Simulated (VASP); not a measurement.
## HfB3Ir: relaxation of cell and atoms with PBE

Crystal: HfB3Ir.

```
Hf B Ir
1.0
     4.19012    0.00000    0.00000
    -2.09506    3.62875    0.00000
     0.00000    0.00000    5.24919
Hf B Ir
1 3 1
Cartesian
  0.0000 0.0000 2.6246
  0.8314 1.9391 0.0000
  0.0000 3.3792 0.0000
  -0.8314 1.9391 0.0000
  0.0000 0.0000 0.0000
```

The cell was built from a structure type or drawn by symmetry, and may not be a known phase.

```
Program                : VASP 6.6.1
Task                   : relaxation of cell and atoms
Functional             : PBE
Potentials or basis    : VASP PAW PBE potentials, release 64 (Hf_pv, B, Ir)
Cutoff                 : 600 eV
k mesh                 : 12 × 12 × 8
Occupations            : gaussian, width 0.1 eV
Spin                   : no spin polarisation
Dipole correction      : no
Further INCAR settings : ALGO = Normal; EDIFF = 1e-06; IBRION = 2; EDIFFG = -0.01; NSW = 100; ISIF = 3
```

* Relaxed volume: 15.93 Å³/atom
* Relaxed cell: a = 4.197 Å, b = 4.197 Å, c = 5.223 Å, α = 90.00°, β = 90.00°, γ = 120.00°
* Space group after relaxing (to 0.1 Å): P-6m2 (No. 187)
* Energy gained by relaxing: 0.3 meV/atom
* Ionic steps: 7
* Pressure after relaxing: 0.0 GPa
* Largest force after relaxing: 0.007 eV/Å
* Band gap on the k mesh: zero (bands 14 and 15 overlap by 0.67 eV)

Forces in eV/Å, atoms in the order of the input:
```
Hf   0.000  0.000  0.000
B    0.006 -0.003  0.000
B    0.000  0.007  0.000
B   -0.006 -0.003  0.000
Ir   0.000  0.000  0.000
```

The path:
| step | energy change (eV) | largest force (eV/Å) | pressure (GPa) | volume (Å³) |
| --- | --- | --- | --- | --- |
| 1 | 0.0000 | 0.0584 | -0.18 | 79.81 |
| 2 | -0.0014 | 0.0113 | 0.12 | 79.60 |
| 3 | -0.0015 | 0.0031 | 0.23 | 79.54 |
| 4 | -0.0013 | 0.0362 | -0.28 | 79.77 |
| 5 | -0.0015 | 0.0121 | 0.04 | 79.63 |
| 6 | -0.0015 | 0.0125 | 0.03 | 79.63 |
| 7 | -0.0015 | 0.0069 | 0.00 | 79.67 |

Final structure:
```
Hf B Ir
1.0
     4.19692    0.00000    0.00000
    -2.09846    3.63464    0.00000
     0.00000    0.00000    5.22285
Hf B Ir
1 3 1
Direct
  0.00000 0.00000 0.50000
  0.46501 0.53499 0.00000
  0.46501 0.93003 0.00000
  0.06997 0.53499 0.00000
  0.00000 0.00000 0.00000
```

Levels at points of the mesh, in eV from the Fermi level:
| k point | band 11 | band 12 | band 13 | band 14 | band 15 | band 16 | band 17 | band 18 |
| --- | --- | --- | --- | --- | --- | --- | --- | --- |
| (0.00, 0.00, 0.00) | -4.10 | -2.43 | -2.43 | -2.31 | 0.65 | 0.65 | 2.72 | 2.72 |
| (0.50, 0.00, 0.00) | -3.46 | -1.33 | -1.16 | -0.83 | 1.49 | 1.60 | 2.05 | 2.21 |
| (0.00, 0.00, 0.50) | -3.46 | -2.70 | -2.70 | -0.74 | 0.18 | 0.18 | 1.69 | 1.82 |
| (0.50, 0.00, 0.50) | -3.26 | -3.10 | -1.43 | -0.32 | 0.28 | 1.05 | 1.66 | 1.96 |

Run time: 8 min on 1 thread of Intel(R) Xeon(R) Platinum 8259CL CPU @ 2.50GHz (Skylake/Cascade Lake), with other jobs on the host, peak memory 0.37 GiB.

Caveat: spin-orbit coupling is left out, which moves the levels of the heavy elements.
